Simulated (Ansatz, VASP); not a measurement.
**Rb: VASP beside Ansatz**

```
CELL_PARAMETERS angstrom
0.00000 3.93108 3.63988
3.93108 0.00000 3.63988
3.93108 3.93108 0.00000
ATOMIC_POSITIONS crystal
Rb 0.00000 0.00000 0.00000
```

Change from the starting cell: strain +0.080 along x and y, +0.000 along z, atoms carried along.

Alike in both runs: task single point; functional PBE; dispersion D3(BJ); k mesh 12 × 12 × 12; occupations gaussian, width 0.15 eV; no spin polarisation.

```csv
,VASP,Ansatz
version,VASP 6.6.1,Ansatz 0.2.0
potentials or method,"VASP PAW PBE potentials, release 64 (Rb_sv), cutoff 520 eV","scalar-relativistic, plane waves, PAW"
valence electrons in the cell,9,9
```

|  | VASP | Ansatz | Ansatz less VASP |
| --- | --- | --- | --- |
| gap on the k mesh at the Fermi level (eV) | none | none | - |
| pressure (GPa) | -0.5 | -0.5 | 0.00 |

A gap of «none» marks a metal or a gap that the smearing closes.
